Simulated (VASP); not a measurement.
# SiC (Cmc2_1) in VASP: a series of runs, part 2 of 3

VASP 6.6.1.

## 4. Single point, PBE (atoms displaced along a vibrational mode)

Input file INCAR:

```
SYSTEM = SiC
PREC     = Accurate       ! precision mode
ENCUT    = 520            ! plane-wave cutoff, eV
EDIFF    = 1E-7           ! SCF threshold, eV
ISMEAR   = 0              ! smearing method
SIGMA    = 0.05           ! smearing width, eV
LREAL    = .FALSE.        ! projectors in reciprocal space
LASPH    = .TRUE.         ! aspherical terms in the spheres
NELM     = 60             ! most SCF steps
ALGO     = Normal         ! electronic algorithm
ISIF     = 2              ! what is computed and relaxed
LWAVE    = .FALSE.        ! write WAVECAR
LCHARG   = .FALSE.        ! write CHGCAR
GGA      = PE             ! functional
NBANDS   = 16             ! bands
```

Input file KPOINTS:

```
regular mesh
0
G
  12 12 6
  0 0 0
```

Input file POSCAR:

```
SiC
1.0
    3.0759982064      0.0000000000      0.0000000000
   -1.5379991032      2.6638925888      0.0000000000
    0.0000000000      0.0000000000      5.0480000000
Si C
2 2
Direct
    0.3614876217      0.7229752433      0.0000000000
    0.6385123783      0.2770247567      0.5000000000
    0.3076365685      0.6152731371      0.3850000000
    0.6923634315      0.3847268629      0.8850000000
```

Potentials or basis: VASP PAW PBE potentials, release 64 (Si, C).

Command:

```bash
$ cat potpaw_PBE.64/Si/POTCAR potpaw_PBE.64/C/POTCAR > POTCAR
$ mpirun -np 1 vasp_std > vasp.out
```

OUTCAR:

```text
SYSTEM = SiC
   PREC = Accurate
   ENCUT = 520
   EDIFF = 1E-7
   ISMEAR = 0
   LREAL = .FALSE.
   LASPH = .TRUE.
   NELM = 60
   ISIF = 2
   GGA = PE

 ion  position               nearest neighbor table
   1  0.361  0.723  0.000-   4 1.86   4 1.87   4 1.87   3 1.96   2 2.92   2 2.92
   2  0.639  0.277  0.500-   3 1.86   3 1.87   3 1.87   4 1.96   1 2.92   1 2.92
   3  0.308  0.615  0.385-   2 1.86   2 1.87   2 1.87   1 1.96
   4  0.692  0.385  0.885-   1 1.86   1 1.87   1 1.87   2 1.96

  LATTYP: Found a hexagonal cell.
 ALAT       =     3.0759982064
 C/A-ratio  =     1.6410932846

  Lattice vectors:

 A1 = (   3.0759982064,   0.0000000000,   0.0000000000)
 A2 = (  -1.5379991032,   2.6638925888,   0.0000000000)
 A3 = (   0.0000000000,   0.0000000000,   5.0480000000)

Analysis of symmetry for initial positions (statically):
=====================================================================
 Subroutine PRICEL returns:
 Original cell was already a primitive cell.

 Routine SETGRP: Setting up the symmetry group for a
 hexagonal supercell.

 Subroutine GETGRP returns: Found  4 space group operations
 (whereof  2 operations were pure point group operations)
 out of a pool of 24 trial point group operations.

The static configuration has the point symmetry C_1h.
 The point group associated with its full space group is C_2v.

Analysis of symmetry for dynamics (positions and initial velocities):
=====================================================================
 Subroutine PRICEL returns:
 Original cell was already a primitive cell.

 Routine SETGRP: Setting up the symmetry group for a
 hexagonal supercell.

 Subroutine GETGRP returns: Found  4 space group operations
 (whereof  2 operations were pure point group operations)
 out of a pool of 24 trial point group operations.

The dynamic configuration has the point symmetry C_1h.
 The point group associated with its full space group is C_2v.

 Subroutine INISYM returns: Found  4 space group operations
 (whereof  2 operations are pure point group operations),
 and found     1 'primitive' translations

----------------------------------------------------------------------------------------

                                     Primitive cell

  volume of cell :      41.3640

  direct lattice vectors                    reciprocal lattice vectors
     3.075998206  0.000000000  0.000000000     0.325097719  0.187695255  0.000000000
    -1.537999103  2.663892589  0.000000000     0.000000000  0.375390511  0.000000000
     0.000000000  0.000000000  5.048000000     0.000000000  0.000000000  0.198098257

  length of vectors
     3.075998206  3.075998206  5.048000000     0.375390511  0.375390511  0.198098257

  position of ions in fractional coordinates (direct lattice)
     0.361487622  0.722975243  0.000000000
     0.638512378  0.277024757  0.500000000
     0.307636569  0.615273137  0.385000000
     0.692363431  0.384726863  0.885000000

  ion indices of the primitive-cell ions
   primitive index   ion index
                 1           1
                 2           2
                 3           3
                 4           4

----------------------------------------------------------------------------------------

 KPOINTS: regular mesh

Automatic generation of k-mesh.
[... 25 lines left out ...]
  0.000000  0.083333  0.000000      2.000000
  0.166667 -0.000000  0.000000      4.000000
  0.000000  0.166667  0.000000      2.000000
  0.250000  0.000000  0.000000      4.000000
[... 16 lines left out ...]
 -0.083333  0.416667  0.000000      4.000000
 -0.416667  0.333333  0.000000      4.000000
 [... further k-points ...]
   k-points           NKPTS =    172   k-points in BZ     NKDIM =    172   number of bands    NBANDS=     16
   number of dos      NEDOS =    301   number of ions     NIONS =      4
   total plane-waves  NPLWV =  23040
   dimension x,y,z NGX =    24 NGY =   24 NGZ =   40
   dimension x,y,z NGXF=    48 NGYF=   48 NGZF=   80
   ions per type =               2   2
   NGX,Y,Z   is equivalent  to a cutoff of  12.97, 12.97, 13.17 a.u.
   NGXF,Y,Z  is equivalent  to a cutoff of  25.94, 25.94, 26.35 a.u.
 SYSTEM =  SiC
   PREC   = accura    normal or accurate (medium, high low for compatibility)
   ISTART =      0    job   : 0-new  1-cont  2-samecut
   ICHARG =      2    charge: 1-file 2-atom 10-const
   ISPIN  =      1    spin polarized calculation?
   LNONCOLLINEAR =      F non collinear calculations
   LSORBIT =      F    spin-orbit coupling
   LASPH  =      T    aspherical Exc in radial PAW
   ENCUT  =  520.0 eV  38.22 Ry    6.18 a.u.   5.72  5.72  9.39*2*pi/ulx,y,z
   NELM   =     60;   NELMIN=  2; NELMDL= -5     # of ELM steps
   EDIFF  = 0.1E-06   stopping-criterion for ELM
   LREAL  =      F    real-space projection
   EDIFFG = 0.1E-05   stopping-criterion for IOM
   NSW    =      0    number of steps for IOM
   IBRION =     -1    ionic relax: 0-MD 1-quasi-New 2-CG
   NFREE  =      0    steps in history (QN), initial steepest desc. (CG)
   ISIF   =      2    stress and relaxation
   ISYM   =      2    0-nonsym 1-usesym 2-fastsym
   POTIM  = 0.5000    time-step for ionic-motion
   TEBEG  =    0.0;   TEEND  =   0.0 temperature during run
   PSTRESS=    0.0 pullay stress
   NELECT =      16.0000    total number of electrons
   NUPDOWN=      -1.0000    fix difference up-down
   EMIN   =  10.00;   EMAX   =-10.00  energy-range for DOS
   EFERMI =   0.00;   METHOD = LEGACY
   ISMEAR =     0;   SIGMA  =   0.05  broadening in eV -4-tet -1-fermi 0-gaus
   EFERMI_NEDOS =   21; number of points for ismear=-14 and -15
   IALGO  =     38    algorithm
   IMIX   =      4    mixing-type and parameters
     AMIX     =   0.40;   BMIX     =  1.00
     AMIX_MAG =   1.60;   BMIX_MAG =  1.00
  volume/ion in A,a.u.               =      10.34        69.78
  Fermi-wavevector in a.u.,A,eV,Ry     =   1.192818  2.254099 19.358564  1.422814
  Thomas-Fermi vector in A             =   2.328847
   LORBIT       =      0    0 simple, 1 ext, 2 COOP (PROOUT), +10 PAW based schemes
   GGA     = PE    functional components
   LHFCALC =     F    Hartree Fock is set to
   AEXX    =    0.0000 exact exchange contribution
   IVDW    =     0    specifies the selected vdW correction
   LEPSILON=     F    determine dielectric tensor
   LRPA    =     F    only Hartree local field effects (RPA)
 non-spin polarized calculation
 Gauss-broadening in eV      SIGMA  =   0.05
  energy-cutoff  :      520.00
  volume of cell :       41.36
 maximum number of plane-waves:      1132
   NGX = 11   NGY = 11   NGZ = 19

 number of electron      16.0000000 magnetization

 Free energy of the ion-electron system (eV)
  ---------------------------------------------------
  ext. energy  EPLUGINS =         0.00000000
  ---------------------------------------------------
  free energy    TOTEN  =       -29.84827606 eV

  energy without entropy =      -29.84827606  energy(sigma->0) =      -29.84827606

 E-fermi :   8.7579     XC(G=0): -11.3624

 val. band max:        8.5433430434   @ k =   0.0000   0.0000   0.0000
 cond. band min:      10.5730197665   @ k =   0.3333   0.3333   0.0000
 fundamental gap:      2.0296767231
 Fermi energy:         8.7579468450

 k-point     1 :       0.0000    0.0000    0.0000
  band No.  band energies     occupation
      1      -7.3074      2.00000
      2      -3.8137      2.00000
      3      -0.2404      2.00000
      4       6.8814      2.00000
      5       6.9161      2.00000
      6       7.7619      2.00000
[... 433 lines left out ...]
      3       0.8389      2.00000
      4       2.2926      2.00000
      5       3.2001      2.00000
      6       4.5282      2.00000
[... 8 lines left out ...]
     15      19.0307      0.00000
     16      20.2079      0.00000

 [... further k-points ...]

------------------------ aborting loop because EDIFF is reached ----------------------------------------

  FORCE on cell =-STRESS in cart. coord.  units (eV):
  Direction    XX          YY          ZZ          XY          YZ          ZX
  --------------------------------------------------------------------------------------
  -------------------------------------------------------------------------------------
  Total        1.7415953      0.5498925      0.1876384      0.0000000      0.0000000      0.0000000
  in kB       67.4583452     21.2993433      7.2679222      0.0000000      0.0000000      0.0000000
  external PRESSURE =      32.0085369 kB  Pullay stress =       0.0000000 kB

 VOLUME and BASIS-vectors are now :
 -----------------------------------------------------------------------------
  energy-cutoff  :      520.00
  volume of cell :       41.36
      direct lattice vectors                 reciprocal lattice vectors
     3.075998206  0.000000000  0.000000000     0.325097719  0.187695255  0.000000000
    -1.537999103  2.663892589  0.000000000     0.000000000  0.375390511  0.000000000
     0.000000000  0.000000000  5.048000000     0.000000000  0.000000000  0.198098257

 POSITION                                       TOTAL-FORCE (eV/Angst)
 -----------------------------------------------------------------------------------
      0.00000      1.92593      0.00000         0.000000     -1.098118      0.776490
      1.53800      0.73796      2.52400         0.000000      1.098118      0.776490
     -0.00000      1.63902      1.94348        -0.000000      0.404923     -0.776490
      1.53800      1.02487      4.46748         0.000000     -0.404923     -0.776490
 -----------------------------------------------------------------------------------
    total drift:                               -0.000000     -0.000000     -0.000136

  FREE ENERGIE OF THE ION-ELECTRON SYSTEM (eV)
  ---------------------------------------------------
  free  energy   TOTEN  =       -29.8482760588 eV

  energy  without entropy=      -29.8482760588  energy(sigma->0) =      -29.84827606
```

It took 64 s on 1 thread of Intel Xeon Platinum 8259CL at 2.50GHz (Skylake/Cascade Lake), shared host; peak memory 0.22 GiB.

What came out:

```yaml
Free_energy: -29.8483 eV
Pressure: 3.2 GPa
Largest_force: 1.345 eV/Å
Band_gap_on_the_k_mesh: 2.03 eV (least direct gap 4.17 eV)
```

Forces in eV/Å, atoms in the order of the input:
```
Si   0.000 -1.098  0.776
Si   0.000  1.098  0.776
C    0.000  0.405 -0.776
C    0.000 -0.405 -0.776
```

Stress tensor (GPa, compression positive):
```
6.75 0.00 0.00
0.00 2.13 0.00
0.00 0.00 0.73
```

Caveat: the cell differs from its parent crystal (atoms displaced along a vibrational mode); the cell stands under pressure; forces of over 1 eV/Å act on the atoms, so gaps and moduli don't describe the material at rest. A k mesh can miss the band edges.

(Continued in part 3 of 3.)
